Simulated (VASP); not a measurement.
Runs of VASP 6.6.1 on TiH. The structure is that of space group Pm-3m (No. 221), or close to it. The cells are those of the table. 

| task | cell | cutoff (eV) | gap on the mesh (eV) | pressure (GPa) |
| --- | --- | --- | --- | --- |
| single point | a = 2.515 Å, 2 atoms | 520 | none | (a) |
| relaxation of cell and atoms | relaxed to 20 GPa from a = 2.570 Å, 2 atoms | 600 | none | 20.1 |
| single point | a = 2.625 Å, 2 atoms | 520 | none | -0.2 |
| single point | a = 2.475 Å, 2 atoms | 520 | none | 29.8 |
| relaxation of cell and atoms | relaxed from a = 2.570 Å, 2 atoms | 600 | none | 0.0 |

Alike in all rows: level PBEsol; potentials or basis VASP PAW PBE potentials, release 64 (Ti_sv, H); no spin polarisation; k mesh 7 × 7 × 7; smearing fermi-dirac 0.1 eV.

Question: Fill in the values left out.

Answer: (a) 19.8.

Caveats: some runs use coarse meshes; the PAW data sets were made with another functional, which shifts forces and pressure a little; the cell is relaxed towards a set pressure, so the enthalpy falls and the energy may rise (some runs).

A gap of «none» marks levels without a gap at the run's occupations.
